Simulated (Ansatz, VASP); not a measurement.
## One calculation of YHg, two programs

The input INCAR:

```
SYSTEM = YHg
ALGO     = Normal         ! electronic algorithm
EDIFF    = 1E-8           ! SCF threshold, eV
ENCUT    = 520            ! plane-wave cutoff, eV
ISIF     = 2              ! what is computed and relaxed
ISMEAR   = -1             ! smearing method
LASPH    = .TRUE.         ! aspherical terms in the spheres
LCHARG   = .FALSE.        ! write CHGCAR
LEFG     = .TRUE.       
LREAL    = .FALSE.        ! projectors in reciprocal space
LWAVE    = .FALSE.        ! write WAVECAR
NBANDS   = 18             ! bands
NELM     = 80             ! most SCF steps
PREC     = Accurate       ! precision mode
SIGMA    = 0.08           ! smearing width, eV
```

The input KPOINTS:

```
k-points
0
G
  11 11 11
  0 0 0
```

File POSCAR:

```
YHg
1.0
    3.6820000000      0.0000000000      0.0000000000
    0.0000000000      3.6820000000      0.0000000000
    0.0000000000      0.0000000000      3.6820000000
Y Hg
1 1
Direct
    0.5000000000      0.5000000000      0.5000000000
    0.0000000000      0.0000000000      0.0000000000
```

Input for Ansatz:

```yaml
crystal:
  lattice:
    - [3.682, 0.0, 0.0]
    - [0.0, 3.682, 0.0]
    - [0.0, 0.0, 3.682]
  atoms:
    - { symbol: "Y", position: [0.5, 0.5, 0.5] }
    - { symbol: Hg, position: [0.0, 0.0, 0.0] }
kpoints:
  mp_grid: { grid: [11, 11, 11] }
  band_path:
    path:
      - [0.0, 0.0, 0.0]
      - [0.0, 0.5, 0.0]
      - [0.5, 0.5, 0.0]
      - [0.0, 0.0, 0.0]
      - [0.5, 0.5, 0.5]
      - [0.0, 0.5, 0.0]
      - [0.5, 0.5, 0.5]
      - [0.5, 0.5, 0.0]
    npoints: 8
scf:
  occupations: { method: fermi_dirac, width: 0.08 }
hamiltonian:
  xc: lda
  pseudopotentials: { kind: all_electron, datasets: crystal }
output:
  forces: true
  stress: true
  eigenvalues: true
  efg: { contact_densities: true }
```

Alike in both runs: task electric field gradients; functional LDA; k mesh 11 × 11 × 11; occupations fermi-dirac, width 0.08 eV; no spin polarisation.

```csv
,VASP,Ansatz
version,VASP 6.6.1,Ansatz 0.2.0
potentials or method,"VASP PAW LDA potentials, release 64 (Y_sv, Hg), cutoff 520 eV","all-electron PAW with datasets made for the crystal, scalar-relativistic"
```

|  | VASP | Ansatz | Ansatz less VASP |
| --- | --- | --- | --- |
| pressure (GPa) | -3.3 | -3.5 | -0.20 |

LDA's correlation is that of Perdew and Zunger in VASP and of Perdew and Wang (1992) in Ansatz. Ansatz ran all-electron here, and VASP with PAW potentials.

Spin-orbit coupling is off throughout.
